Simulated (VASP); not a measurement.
Write the native input for VASP 6.6.1 that does the following.

- Task: relaxation of cell and atoms
- Functional: LDA
- Potentials or basis: VASP PAW LDA potentials, release 64 (Si, C)
- Cutoff: 600 eV
- k mesh: 6 × 6 × 4
- Occupations: fermi-dirac, width 0.02 eV
- Spin: no spin polarisation
- Dipole correction: no
- Further INCAR settings: ALGO = Normal; EDIFF = 1e-06; IBRION = 2; EDIFFG = -0.03; NSW = 80; ISIF = 3

The structure of SiC (Moissanite) lies in POSCAR:

```
SiC
1.0
    3.0760000000      0.0000000000      0.0000000000
   -1.5380000000      2.6638940000      0.0000000000
    0.0000000000      0.0000000000      5.0480000000
Si C
2 2
Direct
    0.3333333333      0.6666666667      0.0000000000
    0.6666666667      0.3333333333      0.5000000000
    0.3333333333      0.6666666667      0.3850000000
    0.6666666667      0.3333333333      0.8850000000
```

These files were run (other wordings do the same):

INCAR

```
ALGO = Normal
EDIFF = 1E-6
EDIFFG = -0.03
ENCUT = 600
GGA = CA
IBRION = 2
ISIF = 3
ISMEAR = -1
LASPH = True
LCHARG = False
LREAL = False
LWAVE = False
NELM = 100
NSW = 80
PREC = Accurate
SIGMA = 0.02
```

KPOINTS

```
k-points
0
Gamma
  6 6 4
```

Potentials or basis: VASP PAW LDA potentials, release 64 (Si, C).

Launch:

```sh
$ cat potpaw_LDA.64/Si/POTCAR potpaw_LDA.64/C/POTCAR > POTCAR
$ mpirun -np 1 vasp_std > vasp.out
```

It gave:

```yaml
Relaxed_volume: 10.15 Å³/atom
Relaxed_cell: a = 3.056 Å, b = 3.056 Å, c = 5.019 Å, α = 90.00°, β = 90.00°, γ = 120.00°
Space_group_after_relaxing_to_0.05_Å: P6_3mc (No. 186)
Energy_gained_by_relaxing: 10.9 meV/atom
Ionic_steps: 5
Pressure_after_relaxing: 0.2 GPa
Largest_force_after_relaxing: 0.013 eV/Å
Band_gap_on_the_k_mesh: 2.11 eV, indirect (least direct gap 3.91 eV)
```

Wall time 92 s on 1 thread of AMD EPYC 7R13, on a shared host, peak memory 0.12 GiB.
